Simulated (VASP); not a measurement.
# Al3N: single point with PBE

Al3N:

```
Al N
1.0
     3.85677    0.00000    0.00000
     0.00000    3.85677    0.00000
     0.00000    0.00000    3.85677
Al N
3 1
Direct
  0.00000 0.50000 0.50000
  0.50000 0.50000 0.00000
  0.50000 0.00000 0.50000
  0.00000 0.00000 0.00000
```

```json
{"Program": "VASP 6.6.1", "Task": "single point", "Functional": "PBE", "Potentials or basis": "VASP PAW PBE potentials, release 64 (Al, N)", "Cutoff": "600 eV", "k mesh": "5 × 5 × 5", "Occupations": "gaussian, width 0.2 eV", "Spin": "no spin polarisation", "Dipole correction": "no", "Further INCAR settings": "ALGO = Normal; EDIFF = 1e-06; NBANDS = 15"}
```

- Pressure: -0.3 GPa
- Band gap on the k mesh: zero (band 7 reaches 8.13 eV, above the bottom of band 8 at 5.79 eV)

Levels at points of the mesh, in eV from the Fermi level:
```csv
k point,band 3,band 4,band 5,band 6,band 7,band 8,band 9,band 10,band 11,band 12
"(0.00, 0.00, 0.00)",-3.98,-3.98,-3.98,-0.47,-0.47,1.39,1.39,1.39,3.90,6.74
```

Wall time 7.5 s on 1 thread of Intel(R) Xeon(R) Platinum 8488C (Sapphire Rapids), with other jobs on the host, peak memory 0.16 GiB.
